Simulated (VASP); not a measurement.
# Rb2PtAuC6N6: single point with PBE

Crystal: Rb2PtAuC6N6.

```
CELL_PARAMETERS angstrom
0.00000 5.09450 5.09450
5.09450 0.00000 5.09450
5.09450 5.09450 0.00000
ATOMIC_POSITIONS crystal
Rb 0.25000 0.25000 0.25000
Rb 0.75000 0.75000 0.75000
Pt 0.00000 0.00000 0.00000
C 0.81186 0.18814 0.18814
C 0.18814 0.81186 0.18814
C 0.18814 0.18814 0.81186
C 0.18814 0.81186 0.81186
C 0.81186 0.18814 0.81186
C 0.81186 0.81186 0.18814
Au 0.50000 0.50000 0.50000
N 0.69703 0.30297 0.30297
N 0.30297 0.69703 0.30297
N 0.30297 0.30297 0.69703
N 0.30297 0.69703 0.69703
N 0.69703 0.30297 0.69703
N 0.69703 0.69703 0.30297
```

```
Program                : VASP 6.6.1
Task                   : single point
Functional             : PBE
Potentials or basis    : VASP PAW PBE potentials, release 64 (Rb_sv, Pt, C, Au, N)
Cutoff                 : 520 eV
k mesh                 : 4 × 4 × 4
Occupations            : gaussian, width 0.1 eV
Spin                   : collinear spin
Starting moments       : [0.0, 0.0, 1.0, 0.0, 0.0, 0.0, 0.0, 0.0, 0.0, 1.0, 0.0, 0.0, 0.0, 0.0, 0.0, 0.0] μB
Dipole correction      : no
Further INCAR settings : LREAL = Auto; ALGO = Normal; EDIFF = 1e-07; NBANDS = 64
```

The pressure is 26.0 GPa. The largest force is 2.926 eV/Å, the net moment is 0.00 μB per cell and the valence electrons inside the program's atomic spheres are Rb 7.30; Pt 10.66; C 2.67; Au 10.20; N 3.91.

Forces on the atoms (eV/Å):
```
Rb   0.000  0.000  0.000
Rb   0.000  0.000  0.000
Pt   0.000  0.000  0.000
C    0.933  0.000  0.000
C    0.000  0.933  0.000
C    0.000  0.000  0.933
C   -0.933  0.000  0.000
C    0.000 -0.933  0.000
C    0.000  0.000 -0.933
Au   0.000  0.000  0.000
N   -2.926  0.000  0.000
N    0.000 -2.926  0.000
N    0.000  0.000 -2.926
N    2.926  0.000  0.000
N    0.000  2.926  0.000
N    0.000  0.000  2.926
```

Levels at points of the mesh, in eV from the Fermi level:
Spin up:
| k point | band 43 | band 44 | band 45 | band 46 | band 47 | band 48 | band 49 | band 50 |
| --- | --- | --- | --- | --- | --- | --- | --- | --- |
| (0.00, 0.00, 0.00) | -5.00 | -5.00 | -1.18 | -1.18 | -0.45 | -0.20 | -0.20 | -0.20 |
| (0.50, 0.00, 0.00) | -5.38 | -5.35 | -0.60 | -0.60 | 0.39 | 0.39 | 0.43 | 0.46 |
| (0.50, 0.50, 0.00) | -5.09 | -5.06 | -1.18 | -0.78 | -0.16 | 0.23 | 0.23 | 0.39 |
Spin down:
```csv
k point,band 43,band 44,band 45,band 46,band 47,band 48,band 49,band 50
"(0.00, 0.00, 0.00)",-5.00,-5.00,-1.18,-1.18,-0.45,-0.20,-0.20,-0.20
"(0.50, 0.00, 0.00)",-5.38,-5.35,-0.60,-0.60,0.39,0.39,0.43,0.46
"(0.50, 0.50, 0.00)",-5.09,-5.06,-1.18,-0.78,-0.16,0.23,0.23,0.39
```

Wall time 6.9 min on 1 thread of Intel(R) Xeon(R) 6975P-C (Granite Rapids), with other jobs on the host, peak memory 0.61 GiB.

Caveat: the cell stands under pressure; spin-orbit coupling is left out, which moves the levels of the heavy elements; forces of over 1 eV/Å act on the atoms, so gaps and moduli don't describe the material at rest.
